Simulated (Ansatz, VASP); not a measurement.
## Two plane-wave programs on Si7PdC8

Contents of INCAR:

```
ALGO = Normal ; EDIFF = 1E-6
ENCUT = 520 ; GGA = PS
ISIF = 2 ; ISMEAR = 0
LASPH = True ; LCHARG = False
LDAU = True ; LDAUJ = 0 0 0
LDAUL = 2 -1 -1 ; LDAUPRINT = 1
LDAUTYPE = 2 ; LDAUU = 2 0 0
LMAXMIX = 4 ; LREAL = Auto
LWAVE = False ; NBANDS = 49
NELM = 150 ; PREC = Accurate
SIGMA = 0.05
```

File KPOINTS:

```
k-points
0
Gamma
  3 3 3
```

The input POSCAR:

```
Si7PdC8
1.0
    0.0000000000      4.3580000000      4.3580000000
    4.3580000000      0.0000000000      4.3580000000
    4.3580000000      4.3580000000      0.0000000000
Pd Si C
1 7 8
Direct
    0.9985120068      0.0014817106      0.0001348684
    0.9959776440      0.9993993439      0.5023713880
    0.9960239966      0.5039575895      0.9977614746
    0.9960195893      0.5039464916      0.5023744001
    0.5006153515      0.9994179348      0.9977393167
    0.5005922752      0.9994411165      0.5022896129
    0.5006409381      0.5039571230      0.9977444199
    0.4982886190      0.5017127018      0.5000509255
    0.1331292654      0.1365160330      0.1348897383
    0.1330554484      0.1364773051      0.5957024134
    0.1331867839      0.5970788001      0.1349118402
    0.1239869420      0.6264598039      0.6248269315
    0.5940531588      0.1364707605      0.1347536752
    0.6230374944      0.1274138327      0.6248083382
    0.6230746445      0.6264712122      0.1257393475
    0.6230697129      0.6264859288      0.6248020359
```

Input for Ansatz:

```yaml
crystal:
  lattice:
    - [0.0, 4.358, 4.358]
    - [4.358, 0.0, 4.358]
    - [4.358, 4.358, 0.0]
  atoms:
    - { symbol: Pd, position: [0.9985120068, 0.0014817106, 0.0001348684] }
    - { symbol: Si, position: [0.995977644, 0.9993993439, 0.502371388] }
    - { symbol: Si, position: [0.9960239966, 0.5039575895, 0.9977614746] }
    - { symbol: Si, position: [0.9960195893, 0.5039464916, 0.5023744001] }
    - { symbol: Si, position: [0.5006153515, 0.9994179348, 0.9977393167] }
    - { symbol: Si, position: [0.5005922752, 0.9994411165, 0.5022896129] }
    - { symbol: Si, position: [0.5006409381, 0.503957123, 0.9977444199] }
    - { symbol: Si, position: [0.498288619, 0.5017127018, 0.5000509255] }
    - { symbol: C, position: [0.1331292654, 0.136516033, 0.1348897383] }
    - { symbol: C, position: [0.1330554484, 0.1364773051, 0.5957024134] }
    - { symbol: C, position: [0.1331867839, 0.5970788001, 0.1349118402] }
    - { symbol: C, position: [0.123986942, 0.6264598039, 0.6248269315] }
    - { symbol: C, position: [0.5940531588, 0.1364707605, 0.1347536752] }
    - { symbol: C, position: [0.6230374944, 0.1274138327, 0.6248083382] }
    - { symbol: C, position: [0.6230746445, 0.6264712122, 0.1257393475] }
    - { symbol: C, position: [0.6230697129, 0.6264859288, 0.6248020359] }
basis:
  ecutwfc: 420
  ecutrho_ratio: 4
kpoints:
  mp_grid: { grid: [3, 3, 3] }
hamiltonian:
  xc: pbesol
  hubbard: { sites: [{ site: 0, l: d, u_eff: 2.0 }] }
scf:
  occupations: { method: gaussian, width: 0.05 }
  lower_state_search: "off"
  max_iter: 150
output:
  forces: true
  stress: true
  eigenvalues: true
  populations: true
  hubbard: { sites: [{ site: 0, l: d }] }
```

Alike in both runs: task single point; functional PBEsol; k mesh 3 × 3 × 3; occupations gaussian, width 0.05 eV; no spin polarisation; Hubbard terms Pd d U = 2.0 eV.

|  | VASP | Ansatz |
| --- | --- | --- |
| version | VASP 6.6.1 | Ansatz 0.2.0 |
| potentials or method | VASP PAW PBE potentials, release 64 (Pd, Si, C), cutoff 520 eV | scalar-relativistic, plane waves, PAW |
| valence electrons in the cell | 70 | 78 |

VASP gave:

| Quantity | Value |
| --- | --- |
| gap on the k mesh at the Fermi level (eV) | none |
| pressure (GPa) | 6.9 |
| rms of the force components (eV/Å) | 0.088 |

Estimate Ansatz's values.

gap on the k mesh at the Fermi level (eV): none; pressure (GPa): 7.5; rms of the force components (eV/Å): 0.002.

VASP's potentials were made for PBE, not for PBEsol. The programs project onto different local orbitals, so the same U acts differently, and such runs can settle in different states. Atom by atom the forces differ by 0.087 eV/Å (rms over components). A gap of «none» marks a metal or a gap that the smearing closes. VASP's potentials hold 70 valence electrons a cell and Ansatz's 78, so a difference there can come from the potentials and not from the codes. Ansatz's warnings: filled band counts differ across k points.

The k mesh is coarse, so the values compare programs but aren't converged.
